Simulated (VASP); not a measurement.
# Ta3WO2 (P4/mmm) in VASP: single point with PBE

Aim: the single point of Ta3WO2 with PBE.

Everything below comes from runs of VASP 6.6.1. Logs are shortened: lines on timing, memory, paths and dates and some standing lists are left out, and cuts for length are marked.

**1. The cell of the first run**

The structure is tetragonal, space group P4/mmm (No. 123). The conventional cell has a = 4.313 Å, b = 4.313 Å, c = 4.327 Å, α = 90.00°, β = 90.00°, γ = 90.00°. Within 2.9 Å of Ta (site symmetry mmm) lie 4 O at 2.16 Å. Within 2.9 Å of Ta (site symmetry 4/mmm) lie 2 O at 2.16 Å. Within 2.9 Å of W (site symmetry 4/mmm) lie 2 O at 2.16 Å. Within 2.9 Å of O (site symmetry 4/mmm) lie 4 Ta at 2.16 Å and 2 W at 2.16 Å. O (site symmetry 4/mmm) has 6 Ta at 2.16 Å within 2.9 Å.

The cell was generated, and may not be a known phase.

**2. Single point, PBE**

File INCAR:

```
SYSTEM = Ta3WO2
  PREC = Accurate
  ENCUT = 520
  EDIFF = 1E-6
  ISMEAR = 0
  SIGMA = 0.1
  LREAL = .False.
  LASPH = .True.
  NELM = 60
  ALGO = Normal
  ISIF = 2
  LWAVE = .False.
  LCHARG = .False.
  GGA = PE
  NBANDS = 38
```

File KPOINTS:

```
regular mesh
0
Gamma
  10 10 10
  0 0 0
```

File POSCAR:

```
Ta3WO2
1.0
    4.3130035689      0.0000000000      0.0000000000
    0.0000000000      4.3130035689      0.0000000000
    0.0000000000      0.0000000000      4.3274434498
Ta W O
3 1 2
Direct
    0.0000000000      0.5000000000      0.0000000000
    0.5000000000      0.0000000000      0.0000000000
    0.5000000000      0.5000000000      0.5000000000
    0.0000000000      0.0000000000      0.5000000000
    0.0000000000      0.0000000000      0.0000000000
    0.5000000000      0.5000000000      0.0000000000
```

Potentials or basis: VASP PAW PBE potentials, release 64 (Ta_pv, W_sv, O).

On the command line:

```bash
$ cat potpaw_PBE.64/Ta_pv/POTCAR potpaw_PBE.64/W_sv/POTCAR potpaw_PBE.64/O/POTCAR > POTCAR
$ mpirun -np 1 vasp_std > vasp.out
```

OUTCAR:

```text
SYSTEM = Ta3WO2
   PREC = Accurate
   ENCUT = 520
   EDIFF = 1E-6
   ISMEAR = 0
   LREAL = .False.
   LASPH = .True.
   NELM = 60
   ISIF = 2
   GGA = PE

 ion  position               nearest neighbor table
   1  0.000  0.500  0.000-   5 2.16   6 2.16   5 2.16   6 2.16   2 3.05   2 3.05   2 3.05   2 3.05
                             4 3.05   4 3.05   4 3.05   3 3.05   3 3.05   4 3.05   3 3.05   3 3.05
   2  0.500  0.000  0.000-   5 2.16   6 2.16   6 2.16   5 2.16   1 3.05   1 3.05   1 3.05   1 3.05
                             3 3.05   4 3.05   3 3.05   3 3.05   4 3.05   4 3.05   4 3.05   3 3.05
   3  0.500  0.500  0.500-   6 2.16   6 2.16   4 3.05   4 3.05   4 3.05   4 3.05   1 3.05   2 3.05
                             2 3.05   2 3.05   1 3.05   1 3.05   1 3.05   2 3.05
   4  0.000  0.000  0.500-   5 2.16   5 2.16   3 3.05   3 3.05   3 3.05   3 3.05   1 3.05   1 3.05
                             2 3.05   1 3.05   2 3.05   1 3.05   2 3.05   2 3.05
   5  0.000  0.000  0.000-   1 2.16   2 2.16   1 2.16   2 2.16   4 2.16   4 2.16
   6  0.500  0.500  0.000-   1 2.16   2 2.16   2 2.16   1 2.16   3 2.16   3 2.16

  LATTYP: Found a simple tetragonal cell.
 ALAT       =     4.3130035689
 C/A-ratio  =     1.0033479872

  Lattice vectors:

 A1 = (   4.3130035689,   0.0000000000,   0.0000000000)
 A2 = (   0.0000000000,   4.3130035689,   0.0000000000)
 A3 = (   0.0000000000,   0.0000000000,   4.3274434498)

Analysis of symmetry for initial positions (statically):
=====================================================================
 Subroutine PRICEL returns:
 Original cell was already a primitive cell.

 Routine SETGRP: Setting up the symmetry group for a
 simple tetragonal supercell.

 Subroutine GETGRP returns: Found 16 space group operations
 (whereof 16 operations were pure point group operations)
 out of a pool of 16 trial point group operations.

The static configuration has the point symmetry D_4h.

Analysis of symmetry for dynamics (positions and initial velocities):
=====================================================================
 Subroutine PRICEL returns:
 Original cell was already a primitive cell.

 Routine SETGRP: Setting up the symmetry group for a
 simple tetragonal supercell.

 Subroutine GETGRP returns: Found 16 space group operations
 (whereof 16 operations were pure point group operations)
 out of a pool of 16 trial point group operations.

The dynamic configuration has the point symmetry D_4h.

 Subroutine INISYM returns: Found 16 space group operations
 (whereof 16 operations are pure point group operations),
 and found     1 'primitive' translations

----------------------------------------------------------------------------------------

                                     Primitive cell

  volume of cell :      80.4991

  direct lattice vectors                    reciprocal lattice vectors
     4.313003569  0.000000000  0.000000000     0.231856984  0.000000000  0.000000000
     0.000000000  4.313003569  0.000000000     0.000000000  0.231856984  0.000000000
     0.000000000  0.000000000  4.327443450     0.000000000  0.000000000  0.231083320

  length of vectors
     4.313003569  4.313003569  4.327443450     0.231856984  0.231856984  0.231083320

  position of ions in fractional coordinates (direct lattice)
     0.000000000  0.500000000  0.000000000
     0.500000000  0.000000000  0.000000000
     0.500000000  0.500000000  0.500000000
     0.000000000  0.000000000  0.500000000
     0.000000000  0.000000000  0.000000000
     0.500000000  0.500000000  0.000000000

  ion indices of the primitive-cell ions
   primitive index   ion index
                 1           1
                 2           2
                 3           3
                 4           4
                 5           5
                 6           6

----------------------------------------------------------------------------------------

 KPOINTS: regular mesh

Automatic generation of k-mesh.
 Grid dimensions read from file:
 generate k-points for:   10   10   10

 Generating k-lattice:

  Cartesian coordinates                     Fractional coordinates (reciprocal lattice)
     0.023185698  0.000000000  0.000000000     0.100000000  0.000000000  0.000000000
     0.000000000  0.023185698  0.000000000     0.000000000  0.100000000  0.000000000
     0.000000000  0.000000000  0.023108332     0.000000000  0.000000000  0.100000000

  Length of vectors
     0.023185698  0.023185698  0.023108332

  Shift w.r.t. Gamma in fractional coordinates (k-lattice)
     0.000000000  0.000000000  0.000000000

 Subroutine IBZKPT returns following result:
 ===========================================

 Found    126 irreducible k-points:

 Following reciprocal coordinates:
            Coordinates               Weight
  0.000000  0.000000  0.000000      1.000000
  0.100000  0.000000  0.000000      4.000000
  0.200000  0.000000  0.000000      4.000000
  0.300000  0.000000  0.000000      4.000000
  0.400000  0.000000  0.000000      4.000000
  0.500000  0.000000  0.000000      2.000000
[... 16 lines left out ...]
  0.100000  0.000000  0.100000      8.000000
  0.200000  0.000000  0.100000      8.000000
 [... further k-points ...]
   k-points           NKPTS =    126   k-points in BZ     NKDIM =    126   number of bands    NBANDS=     38
   number of dos      NEDOS =    301   number of ions     NIONS =      6
   total plane-waves  NPLWV =  32768
   dimension x,y,z NGX =    32 NGY =   32 NGZ =   32
   dimension x,y,z NGXF=    64 NGYF=   64 NGZF=   64
   ions per type =               3   1   2
   NGX,Y,Z   is equivalent  to a cutoff of  12.33, 12.33, 12.29 a.u.
   NGXF,Y,Z  is equivalent  to a cutoff of  24.67, 24.67, 24.59 a.u.
 SYSTEM =  Ta3WO2
   PREC   = accura    normal or accurate (medium, high low for compatibility)
   ISTART =      0    job   : 0-new  1-cont  2-samecut
   ICHARG =      2    charge: 1-file 2-atom 10-const
   ISPIN  =      1    spin polarized calculation?
   LNONCOLLINEAR =      F non collinear calculations
   LSORBIT =      F    spin-orbit coupling
   LASPH  =      T    aspherical Exc in radial PAW
   ENCUT  =  520.0 eV  38.22 Ry    6.18 a.u.   8.02  8.02  8.05*2*pi/ulx,y,z
   NELM   =     60;   NELMIN=  2; NELMDL= -5     # of ELM steps
   EDIFF  = 0.1E-05   stopping-criterion for ELM
   LREAL  =      F    real-space projection
   EDIFFG = 0.1E-04   stopping-criterion for IOM
   NSW    =      0    number of steps for IOM
   IBRION =     -1    ionic relax: 0-MD 1-quasi-New 2-CG
   NFREE  =      0    steps in history (QN), initial steepest desc. (CG)
   ISIF   =      2    stress and relaxation
   ISYM   =      2    0-nonsym 1-usesym 2-fastsym
   POTIM  = 0.5000    time-step for ionic-motion
   TEBEG  =    0.0;   TEEND  =   0.0 temperature during run
   PSTRESS=    0.0 pullay stress
   NELECT =      59.0000    total number of electrons
   NUPDOWN=      -1.0000    fix difference up-down
   EMIN   =  10.00;   EMAX   =-10.00  energy-range for DOS
   EFERMI =   0.00;   METHOD = LEGACY
   ISMEAR =     0;   SIGMA  =   0.10  broadening in eV -4-tet -1-fermi 0-gaus
   EFERMI_NEDOS =   21; number of points for ismear=-14 and -15
   IALGO  =     38    algorithm
   IMIX   =      4    mixing-type and parameters
     AMIX     =   0.40;   BMIX     =  1.00
     AMIX_MAG =   1.60;   BMIX_MAG =  1.00
  volume/ion in A,a.u.               =      13.42        90.54
  Fermi-wavevector in a.u.,A,eV,Ry     =   1.476030  2.789292 29.642527  2.178664
  Thomas-Fermi vector in A             =   2.590607
   LORBIT       =      0    0 simple, 1 ext, 2 COOP (PROOUT), +10 PAW based schemes
   GGA     = PE    functional components
   LHFCALC =     F    Hartree Fock is set to
   AEXX    =    0.0000 exact exchange contribution
   IVDW    =     0    specifies the selected vdW correction
   LEPSILON=     F    determine dielectric tensor
   LRPA    =     F    only Hartree local field effects (RPA)
 non-spin polarized calculation
 Gauss-broadening in eV      SIGMA  =   0.10
  energy-cutoff  :      520.00
  volume of cell :       80.50
 maximum number of plane-waves:      2216
   NGX = 17   NGY = 17   NGZ = 17

 number of electron      58.9999986 magnetization

 Free energy of the ion-electron system (eV)
  ---------------------------------------------------
  ext. energy  EPLUGINS =         0.00000000
  ---------------------------------------------------
  free energy    TOTEN  =       -62.67267444 eV

  energy without entropy =      -62.64580871  energy(sigma->0) =      -62.65924157

 E-fermi :   8.3184     XC(G=0): -12.9721

 val. band max:        8.3178035654   @ k =   0.5000   0.3000   0.2000
 cond. band min:       8.3206892551   @ k =   0.5000   0.1000   0.0000
 fundamental gap:      0.0028856897
 Fermi energy:         8.3183763129

 k-point     1 :       0.0000    0.0000    0.0000
  band No.  band energies     occupation
      1     -66.0169      2.00000
      2     -30.6491      2.00000
      3     -30.0346      2.00000
      4     -30.0346      2.00000
      5     -27.6675      2.00000
      6     -27.6675      2.00000
[... 30 lines left out ...]
     37      12.1566      0.00000
     38      12.5643      0.00000

 k-point     2 :       0.1000    0.0000    0.0000
  band No.  band energies     occupation
      1     -66.0170      2.00000
      2     -30.6485      2.00000
      3     -30.0339      2.00000
      4     -30.0336      2.00000
      5     -27.6629      2.00000
      6     -27.6571      2.00000
[... 30 lines left out ...]
     37      11.6051      0.00000
     38      12.0408      0.00000

 k-point     3 :       0.2000    0.0000    0.0000
  band No.  band energies     occupation
      1     -66.0170      2.00000
      2     -30.6469      2.00000
      3     -30.0323      2.00000
      4     -30.0311      2.00000
      5     -27.6478      2.00000
      6     -27.6269      2.00000
[... 30 lines left out ...]
     37      11.4921      0.00000
[... 781 lines left out ...]
 k-point    23 :       0.1000    0.0000    0.1000
  band No.  band energies     occupation
      1     -66.0170      2.00000
      2     -30.6507      2.00000
      3     -30.0329      2.00000
      4     -30.0327      2.00000
      5     -27.6630      2.00000
      6     -27.6564      2.00000
[... 30 lines left out ...]
     37      11.7571      0.00000
     38      11.8327      0.00000

 k-point    24 :       0.2000    0.0000    0.1000
  band No.  band energies     occupation
      1     -66.0170      2.00000
      2     -30.6497      2.00000
      3     -30.0312      2.00000
      4     -30.0306      2.00000
      5     -27.6497      2.00000
      6     -27.6260      2.00000
[... 30 lines left out ...]
     37      11.4857      0.00000
     38      11.9413      0.00000

 [... further k-points ...]
[... 5 lines left out ...]
  --------------------------------------------------------------------------------------
  -------------------------------------------------------------------------------------
  Total        0.2633707      0.2633707      0.2988719      0.0000000     -0.0000000      0.0000000
  in kB        5.2418782      5.2418782      5.9484604      0.0000000     -0.0000000      0.0000000
  external PRESSURE =       5.4774056 kB  Pullay stress =       0.0000000 kB

 VOLUME and BASIS-vectors are now :
 -----------------------------------------------------------------------------
  energy-cutoff  :      520.00
  volume of cell :       80.50
      direct lattice vectors                 reciprocal lattice vectors
     4.313003569  0.000000000  0.000000000     0.231856984  0.000000000  0.000000000
     0.000000000  4.313003569  0.000000000     0.000000000  0.231856984  0.000000000
     0.000000000  0.000000000  4.327443450     0.000000000  0.000000000  0.231083320

 POSITION                                       TOTAL-FORCE (eV/Angst)
 -----------------------------------------------------------------------------------
      0.00000      2.15650      0.00000         0.000000      0.000000      0.000000
      2.15650      0.00000      0.00000         0.000000      0.000000      0.000000
      2.15650      2.15650      2.16372         0.000000      0.000000      0.000000
      0.00000      0.00000      2.16372         0.000000      0.000000      0.000000
      0.00000      0.00000      0.00000         0.000000      0.000000      0.000000
      2.15650      2.15650      0.00000         0.000000      0.000000      0.000000
 -----------------------------------------------------------------------------------
    total drift:                                0.000000      0.000000     -0.000000

  FREE ENERGIE OF THE ION-ELECTRON SYSTEM (eV)
  ---------------------------------------------------
  free  energy   TOTEN  =       -62.6726744368 eV

  energy  without entropy=      -62.6458087132  energy(sigma->0) =      -62.65924157
```

Run time: 5.1 min. Hardware: 1 thread of Intel Xeon 8259CL, shared host; peak memory 0.43 GiB.

Results:

```yaml
Free_energy: -62.6727 eV
Pressure: 0.5 GPa
Band_gap_on_the_k_mesh: zero (an odd number of electrons rules out a gap without spin polarisation)
```

Levels at points of the mesh, in eV from the Fermi level:
```csv
k point,band 27,band 28,band 29,band 30,band 31,band 32
"(0.00, 0.00, 0.00)",-1.09,-1.09,-0.99,1.00,1.09,1.25
"(0.50, 0.00, 0.00)",-1.41,-1.26,-1.12,-0.13,0.59,1.15
"(0.50, 0.50, 0.00)",-2.57,0.25,0.25,0.36,1.22,1.22
"(0.00, 0.00, 0.50)",-2.39,-1.38,-0.31,-0.31,0.87,0.87
"(0.50, 0.00, 0.50)",-1.65,-1.20,-0.75,-0.31,-0.14,0.81
"(0.50, 0.50, 0.50)",-0.47,-0.29,-0.29,1.63,1.63,2.27
```

Caveat: spin-orbit coupling is left out, which moves the levels of the heavy elements; an odd number of electrons without spin polarisation forces a metal; a magnetic or distorted state may lie lower.
